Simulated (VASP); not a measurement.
Runs of VASP 6.6.1 on TlZnBr3. The structure is that of space group Pm-3m (No. 221), or close to it. The cells are those of the table. 

```csv
level,cell,k mesh,gap on the mesh (eV),pressure (GPa)
PBE,"a = 5.216 Å, 5 atoms",4 × 4 × 4,0.27,(c)
r2SCAN,"a = 5.148 Å, 5 atoms",4 × 4 × 4,0.95,1.2
r2SCAN,"a = 5.252 Å, 5 atoms",4 × 4 × 4,0.80,-1.0
r2SCAN,"a = 5.094 Å, 5 atoms",4 × 4 × 4,1.04,2.6
PBE,"a = 5.269 Å, 5 atoms",4 × 4 × 4,0.20,0.0
r2SCAN,"a = 5.200 Å, 5 atoms",4 × 4 × 4,0.87,0.0
PBE,"a = 5.373 Å, 5 atoms",4 × 4 × 4,(b),-1.5
PBE,"a = 5.162 Å, 5 atoms",4 × 4 × 4,0.34,2.2
r2SCAN,"a = 5.200 Å, 5 atoms",6 × 6 × 6,0.87,0.0
PBE,"a = 5.200 Å, 5 atoms",6 × 6 × 6,0.29,1.3
r2SCAN,"a = 5.302 Å, 5 atoms",4 × 4 × 4,0.72,(a)
PBE,"a = 5.321 Å, 5 atoms",4 × 4 × 4,(d),-0.8
```

Alike in all rows: task single point; potentials or basis VASP PAW PBE potentials, release 64 (Tl_d, Zn, Br); no spin polarisation; cutoff (eV) 520; smearing gaussian 0.01 eV.

Question: Fill in the values left out.

Answer: (a) -1.8; (b) 0.07; (c) 1.0; (d) 0.13.

Caveats: spin-orbit coupling is left out, which moves the levels of the heavy elements; the PAW data sets were made with another functional, which shifts forces and pressure a little (some runs).

A k mesh can miss the band edges, and the runs leave out spin-orbit coupling on Br, Tl.
